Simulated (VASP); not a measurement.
**Ge2F: relaxation of cell and atoms with PBE**

Crystal: Ge2F.

```
Ge F
1.0
     4.32661    0.00000    0.00000
    -2.16331    3.74696    0.00000
     0.00000    0.00000    3.02267
Ge F
2 1
Direct
  0.33333 0.66667 0.50000
  0.66667 0.33333 0.50000
  0.00000 0.00000 0.00000
```

* Program: VASP 6.6.1
* Task: relaxation of cell and atoms
* Functional: PBE
* Potentials or basis: VASP PAW PBE potentials, release 64 (Ge_d, F)
* Cutoff: 600 eV
* k mesh: 12 × 12 × 16
* Occupations: gaussian, width 0.1 eV
* Spin: no spin polarisation
* Dipole correction: no
* Further INCAR settings: ALGO = Normal; EDIFF = 1e-07; IBRION = 2; EDIFFG = -0.01; NSW = 100; ISIF = 3

The relaxed volume is 16.08 Å³/atom, the relaxed cell is a = 4.363 Å, b = 4.363 Å, c = 2.926 Å, α = 90.00°, β = 90.00°, γ = 120.00° and the space group after relaxing (to 0.05 Å) is P6/mmm (No. 191). The energy gained by relaxing is 1.8 meV/atom and the ionic steps are 12. The pressure after relaxing is 0.0 GPa.

The path:
```
step  energy change (eV)  largest force (eV/Å)  pressure (GPa)  volume (Å³)
   1              0.0000                0.0000            0.06        49.00
   2             -0.0013                0.0000           -0.20        49.05
   3             -0.0026                0.0000           -0.83        49.17
   4             -0.0033                0.0000           -0.76        49.04
   5             -0.0048                0.0000           -0.51        48.67
   6             -0.0047                0.0000            0.08        47.91
   7             -0.0053                0.0000           -0.21        48.30
   8             -0.0053                0.0000           -0.26        48.33
   9             -0.0055                0.0000           -0.11        48.28
  10             -0.0055                0.0000           -0.10        48.25
  11             -0.0055                0.0000            0.07        48.21
  12             -0.0055                0.0000           -0.03        48.23
```

Final structure:
```
CELL_PARAMETERS angstrom
4.36323 0.00000 0.00000
-2.18161 3.77866 0.00000
0.00000 0.00000 2.92554
ATOMIC_POSITIONS crystal
Ge 0.33333 0.66667 0.50000
Ge 0.66667 0.33333 0.50000
F 0.00000 0.00000 0.00000
```

Levels at points of the mesh, in eV from the Fermi level:
```csv
k point,band 13,band 14,band 15,band 16,band 17,band 18,band 19,band 20,band 21
"(0.00, 0.00, 0.00)",-3.73,-3.52,-3.52,-2.12,-1.78,-1.78,5.03,5.03,5.30
"(0.50, 0.00, 0.00)",-8.11,-4.67,-2.17,-2.04,-0.48,0.84,6.26,6.90,7.44
"(0.00, 0.00, 0.50)",-4.04,-2.86,-2.86,-2.70,-0.47,0.22,0.22,1.62,5.04
"(0.50, 0.00, 0.50)",-6.15,-4.62,-3.02,-2.98,-1.24,-0.88,-0.47,3.97,7.71
```

Wall time 19 min on 1 thread of Intel(R) Xeon(R) Platinum 8259CL CPU @ 2.50GHz (Skylake/Cascade Lake), with other jobs on the host, peak memory 0.33 GiB.

Caveat: an odd number of electrons without spin polarisation forces a metal; a magnetic or distorted state may lie lower.
